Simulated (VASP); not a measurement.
A run of VASP 6.6.1 is set up as follows.

INCAR

```
SYSTEM = Mg8Si4H
PREC = Accurate ; ENCUT = 520
EDIFF = 1E-6 ; ISMEAR = 0
SIGMA = 0.1 ; LREAL = .FALSE.
LASPH = .TRUE. ; NELM = 100
ALGO = Normal ; ISIF = 2
LWAVE = .FALSE. ; LCHARG = .TRUE.
GGA = PE ; LELF = .TRUE.
LVHAR = .TRUE. ; NBANDS = 28
```

KPOINTS

```
regular mesh
0
G
  3 3 3
  0 0 0
```

The input POSCAR:

```
Mg8Si4H
1.0
    6.3910000000      0.0000000000      0.0000000000
    0.0000000000      6.3910000000      0.0000000000
    0.0000000000      0.0000000000      6.3910000000
Mg Si H
8 4 1
Direct
    0.2437394774      0.2433224847      0.2505108747
    0.7421284619      0.7426315131      0.7475528086
    0.7419710530      0.7428643405      0.2533112189
    0.2436811141      0.2433295259      0.7503792834
    0.7401046785      0.2505682992      0.7443805351
    0.2456322954      0.7434365514      0.2518003442
    0.2458128618      0.7435445157      0.7492002816
    0.7402861837      0.2509513378      0.2567663902
   -0.0095017994     -0.0110334846      0.0005213582
    0.4877186669      0.4978086371      0.0005144735
    0.4928344547     -0.0041411360      0.5004634642
   -0.0048144265      0.4938414959      0.5005118135
    0.6943547176      0.0927897043      0.0013217024
```

Potentials or basis: VASP PAW PBE potentials, release 64 (Mg, Si, H).

Command:

```console
$ cat potpaw_PBE.64/Mg/POTCAR potpaw_PBE.64/Si/POTCAR potpaw_PBE.64/H/POTCAR > POTCAR
$ mpirun -np 1 vasp_std > vasp.out
```

(1) Predict the pressure.

(2) What does it give for the largest force?

Results:

(1) -0.3 GPa.

(2) 0.439 eV/Å.
